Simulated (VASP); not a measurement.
# LiF (I4/mmm) in VASP: a series of runs

Runs on LiF. Level: LDA. Tasks: electric field gradients.

All numbers are computed with VASP 6.6.1; they aren't measurements. Logs are shortened: lines on timing, memory, paths and dates and some standing lists are left out, and cuts for length are marked.

**1. The cell of the first run**

Symmetry: I4/mmm, No. 139, tetragonal system. Conventional cell: a = 2.848 Å, b = 2.848 Å, c = 3.988 Å, α = 90.00°, β = 90.00°, γ = 90.00°. Li (site symmetry 4/mmm) has 6 F at 1.99 to 2.01 Å within 2.6 Å. Within 2.6 Å of F (site symmetry 4/mmm) lie 6 Li at 1.99 to 2.01 Å.

**2. Electric field gradients, LDA (zz strain of -1 %)**

File INCAR:

```
ALGO = Normal
EDIFF = 1E-8
ENCUT = 650
GGA_COMPAT = F
ISIF = 2
ISMEAR = -1
LASPH = T
LCHARG = F
LEFG = T
LREAL = F
LWAVE = F
NBANDS = 12
NELM = 120
PREC = Accurate
SIGMA = 0.03
```

File KPOINTS:

```
k-points
0
Gamma
  10 10 10
```

File POSCAR:

```
LiF
1.0
    0.0000000000      2.0140000000      1.9938600000
    2.0140000000      0.0000000000      1.9938600000
    2.0140000000      2.0140000000      0.0000000000
Li F
1 1
Direct
    0.0000000000      0.0000000000      0.0000000000
    0.5000000000      0.5000000000      0.5000000000
```

Potentials or basis: VASP PAW LDA potentials, release 64 (Li_sv, F).

Started as:

```console
> cat potpaw_LDA.64/Li_sv/POTCAR potpaw_LDA.64/F/POTCAR > POTCAR
> mpirun -np 1 vasp_std > vasp.out
```

OUTCAR:

```text
EDIFF = 1E-8
   ENCUT = 650
   ISIF = 2
   ISMEAR = -1
   LASPH = T
   LREAL = F
   NELM = 120
   PREC = Accurate

 ion  position               nearest neighbor table
   1  0.000  0.000  0.000-   2 1.99   2 1.99   2 2.01   2 2.01   2 2.01   2 2.01
   2  0.500  0.500  0.500-   1 1.99   1 1.99   1 2.01   1 2.01   1 2.01   1 2.01

  LATTYP: Found a body centered tetragonal cell.
 ALAT       =     2.8482261146
 C/A-ratio  =     1.4000714267

  Lattice vectors:

 A1 = (   0.0000000000,  -2.0140000000,  -1.9938600000)
 A2 = (   0.0000000000,   2.0140000000,  -1.9938600000)
 A3 = (   2.0140000000,   0.0000000000,   1.9938600000)

Analysis of symmetry for initial positions (statically):
=====================================================================
 Subroutine PRICEL returns:
 Original cell was already a primitive cell.

 Routine SETGRP: Setting up the symmetry group for a
 body centered tetragonal supercell.

 Subroutine GETGRP returns: Found 16 space group operations
 (whereof 16 operations were pure point group operations)
 out of a pool of 16 trial point group operations.

The static configuration has the point symmetry D_4h.

Analysis of symmetry for dynamics (positions and initial velocities):
=====================================================================
 Subroutine PRICEL returns:
 Original cell was already a primitive cell.

 Routine SETGRP: Setting up the symmetry group for a
 body centered tetragonal supercell.

 Subroutine GETGRP returns: Found 16 space group operations
 (whereof 16 operations were pure point group operations)
 out of a pool of 16 trial point group operations.

The dynamic configuration has the point symmetry D_4h.

 Subroutine INISYM returns: Found 16 space group operations
 (whereof 16 operations are pure point group operations),
 and found     1 'primitive' translations

----------------------------------------------------------------------------------------

                                     Primitive cell

  volume of cell :      16.1750

  direct lattice vectors                    reciprocal lattice vectors
     0.000000000  2.014000000  1.993860000    -0.248262165  0.248262165  0.250769863
     2.014000000  0.000000000  1.993860000     0.248262165 -0.248262165  0.250769863
     2.014000000  2.014000000  0.000000000     0.248262165  0.248262165 -0.250769863

  length of vectors
[... 129 lines left out ...]
  energy without entropy =      -10.48120055  energy(sigma->0) =      -10.48120055

 E-fermi :  -0.5837     XC(G=0): -10.7192

 val. band max:       -1.2342790557   @ k =   0.0000   0.0000   0.0000
 cond. band min:       7.6798939310   @ k =   0.0000   0.0000   0.0000
 fundamental gap:      8.9141729866
 Fermi energy:        -0.5837208139

 k-point     1 :       0.0000    0.0000    0.0000
  band No.  band energies     occupation
      1     -40.9642      2.00000
      2     -20.8376      2.00000
      3      -1.2602      2.00000
      4      -1.2343      2.00000
      5      -1.2343      2.00000
      6       7.6799      0.00000
      7      22.2711      0.00000
      8      22.2711      0.00000
      9      22.5064      0.00000
     10      22.7394      0.00000
     11      22.7394      0.00000
     12      22.8263      0.00000
[... 331 lines left out ...]
 k-point    24 :       0.4000    0.3000    0.0000
  band No.  band energies     occupation
      1     -40.8891      2.00000
      2     -20.2693      2.00000
      3      -3.6607      2.00000
      4      -2.1689      2.00000
      5      -2.0551      2.00000
      6      11.6554      0.00000
      7      15.0998      0.00000
      8      17.0559      0.00000
      9      18.4554      0.00000
     10      19.5321      0.00000
     11      32.6770      0.00000
     12      33.3662      0.00000

 [... further k-points ...]
[... 5 lines left out ...]
  --------------------------------------------------------------------------------------
  -------------------------------------------------------------------------------------
  Total       -0.6910384     -0.6910384     -0.6235000      0.0000000      0.0000000      0.0000000
  in kB      -68.4493249    -68.4493249    -61.7594516      0.0000000      0.0000000      0.0000000
  external PRESSURE =     -66.2193671 kB  Pullay stress =       0.0000000 kB

 VOLUME and BASIS-vectors are now :
 -----------------------------------------------------------------------------
  energy-cutoff  :      650.00
  volume of cell :       16.17
      direct lattice vectors                 reciprocal lattice vectors
     0.000000000  2.014000000  1.993860000    -0.248262165  0.248262165  0.250769863
     2.014000000  0.000000000  1.993860000     0.248262165 -0.248262165  0.250769863
     2.014000000  2.014000000  0.000000000     0.248262165  0.248262165 -0.250769863

 POSITION                                       TOTAL-FORCE (eV/Angst)
 -----------------------------------------------------------------------------------
      0.00000      0.00000      0.00000         0.000000     -0.000000      0.000000
      2.01400      2.01400      1.99386        -0.000000      0.000000      0.000000
 -----------------------------------------------------------------------------------
    total drift:                               -0.000000     -0.000000      0.000000

  FREE ENERGIE OF THE ION-ELECTRON SYSTEM (eV)
  ---------------------------------------------------
  free  energy   TOTEN  =       -10.4812005488 eV

  energy  without entropy=      -10.4812005488  energy(sigma->0) =      -10.48120055

 Electric field gradients (V/A^2)
---------------------------------------------------------------------
 ion       V_xx      V_yy      V_zz      V_xy      V_xz      V_yz
---------------------------------------------------------------------
   1       0.023     0.023    -0.045    -0.001    -0.001    -0.001
   2       0.218     0.218    -0.435     0.000     0.001     0.001
---------------------------------------------------------------------

 Electric field gradients after diagonalization (V/A^2)
 (convention: |V_zz| > |V_xx| > |V_yy|)
----------------------------------------------------------------------
 ion       V_xx      V_yy      V_zz     asymmetry (V_yy - V_xx)/ V_zz
----------------------------------------------------------------------
   1       0.023     0.022    -0.045       0.027
   2       0.218     0.217    -0.435       0.002
----------------------------------------------------------------------

           NMR quadrupolar parameters

 Cq : quadrupolar parameter    Cq=e*Q*V_zz/h
 eta: asymmetry parameters     (V_yy - V_xx)/ V_zz
 Q  : nuclear electric quadrupole moment in mb (millibarn)
----------------------------------------------------------------------
 ion       Cq(MHz)       eta       Q (mb)
----------------------------------------------------------------------
   1      -0.000       0.027       1.000
   2      -0.001       0.002       1.000
----------------------------------------------------------------------
```

stdout:

```text
POSCAR found type information on POSCAR LiF
 POSCAR found :  2 types and       2 ions
 scaLAPACK will be used
 LDA part: xc-table for (Slater(with rela. corr.)+CA(PZ))
 , standard interpolation
 POSCAR, INCAR and KPOINTS ok, starting setup
 FFT: planning ... GRIDC
 FFT: planning ... GRID_SOFT
 FFT: planning ... GRID
 WAVECAR not read
 entering main loop
ion   1

ion   2
```

Run time: 42 s. Hardware: 1 thread of Intel Xeon 8259CL, shared host; peak memory 0.11 GiB.

Results:

```yaml
Free_energy: -10.4812 eV
Pressure: -6.6 GPa
Band_gap_on_the_k_mesh: 8.91 eV
Largest_electric_field_gradient_by_atom: Li -0.0; F -0.4 V/Å²
```

Stress tensor (GPa, compression positive):
```
-6.84  0.00  0.00
 0.00 -6.84  0.00
 0.00  0.00 -6.18
```

Levels at points of the mesh, in eV from the valence-band top:
```csv
k point,band 1,band 2,band 3,band 4,band 5,band 6,band 7,band 8,band 9,band 10
"(0.00, 0.00, 0.00)",-39.73,-19.60,-0.03,0.00,0.00,8.91,23.51,23.51,23.74,23.97
"(0.50, 0.00, 0.00)",-39.66,-19.15,-2.62,-0.25,-0.23,10.42,16.48,18.40,18.58,30.05
"(0.50, 0.50, 0.00)",-39.64,-18.84,-3.16,-1.08,-1.08,14.62,15.98,17.25,19.78,19.78
"(0.50, 0.00, 0.50)",-39.64,-18.86,-3.17,-1.08,-1.01,14.44,16.12,17.24,19.84,20.00
```

Electric field gradients, principal values (V/Å²):
| atom | least | middle | greatest (by size) |
| --- | --- | --- | --- |
| 1 Li | 0.022 | 0.023 | -0.045 |
| 2 F | 0.217 | 0.218 | -0.435 |

Caveat: the cell differs from its parent crystal (zz strain of -1 %); the cell stands under tension; without QUAD_EFG the Cq values of the log hold for a quadrupole moment of 1 mb, not for the nuclei.

**3. Electric field gradients, LDA (zz strain of -1 %)**

File INCAR:

```
SYSTEM = LiF
PREC = Accurate ; ENCUT = 650
EDIFF = 1E-8 ; ISMEAR = -1
SIGMA = 0.03 ; LREAL = .False.
LASPH = .True. ; NELM = 120
ALGO = Normal ; ISIF = 2
LWAVE = .False. ; LCHARG = .False.
LEFG = .True. ; NBANDS = 12
GGA_COMPAT = .False.
```

File KPOINTS:

```
Automatic mesh
0
Gamma
  10 10 10
  0 0 0
```

POSCAR is that of step 2.

Potentials or basis: VASP PAW LDA potentials, release 64 (Li_sv, F).

Started as:

```console
> cat potpaw_LDA.64/Li_sv/POTCAR potpaw_LDA.64/F/POTCAR > POTCAR
> mpirun -np 1 vasp_std > vasp.out
```

OUTCAR:

```text
SYSTEM = LiF
   PREC = Accurate
   ENCUT = 650
   EDIFF = 1E-8
   ISMEAR = -1
   LREAL = .False.
   LASPH = .True.
   NELM = 120
   ISIF = 2

 ion  position               nearest neighbor table
   1  0.000  0.000  0.000-   2 1.99   2 1.99   2 2.01   2 2.01   2 2.01   2 2.01
   2  0.500  0.500  0.500-   1 1.99   1 1.99   1 2.01   1 2.01   1 2.01   1 2.01

  LATTYP: Found a body centered tetragonal cell.
 ALAT       =     2.8482261146
 C/A-ratio  =     1.4000714267

  Lattice vectors:

 A1 = (   0.0000000000,  -2.0140000000,  -1.9938600000)
 A2 = (   0.0000000000,   2.0140000000,  -1.9938600000)
 A3 = (   2.0140000000,   0.0000000000,   1.9938600000)
[... 573 lines left out ...]
  free  energy   TOTEN  =       -10.4812005488 eV

  energy  without entropy=      -10.4812005488  energy(sigma->0) =      -10.48120055

 Electric field gradients (V/A^2)
---------------------------------------------------------------------
 ion       V_xx      V_yy      V_zz      V_xy      V_xz      V_yz
---------------------------------------------------------------------
   1       0.023     0.023    -0.045    -0.001    -0.001    -0.001
   2       0.218     0.218    -0.435     0.000     0.001     0.001
---------------------------------------------------------------------

 Electric field gradients after diagonalization (V/A^2)
 (convention: |V_zz| > |V_xx| > |V_yy|)
----------------------------------------------------------------------
 ion       V_xx      V_yy      V_zz     asymmetry (V_yy - V_xx)/ V_zz
----------------------------------------------------------------------
   1       0.023     0.022    -0.045       0.027
   2       0.218     0.217    -0.435       0.002
----------------------------------------------------------------------

           NMR quadrupolar parameters

 Cq : quadrupolar parameter    Cq=e*Q*V_zz/h
 eta: asymmetry parameters     (V_yy - V_xx)/ V_zz
 Q  : nuclear electric quadrupole moment in mb (millibarn)
----------------------------------------------------------------------
 ion       Cq(MHz)       eta       Q (mb)
----------------------------------------------------------------------
   1      -0.000       0.027       1.000
   2      -0.001       0.002       1.000
----------------------------------------------------------------------
```

It took 42 s on 1 thread of Intel Xeon 8259CL, shared host; peak memory 0.11 GiB.

What came out:

```yaml
Free_energy: -10.4812 eV
Pressure: -6.6 GPa
Band_gap_on_the_k_mesh: 8.91 eV
Largest_electric_field_gradient_by_atom: Li -0.0; F -0.4 V/Å²
```

Electric field gradients, principal values (V/Å²):
| atom | least | middle | greatest (by size) |
| --- | --- | --- | --- |
| 1 Li | 0.022 | 0.023 | -0.045 |
| 2 F | 0.217 | 0.218 | -0.435 |

Caveat: the cell differs from its parent crystal (zz strain of -1 %); the cell stands under tension; without QUAD_EFG the Cq values of the log hold for a quadrupole moment of 1 mb, not for the nuclei.
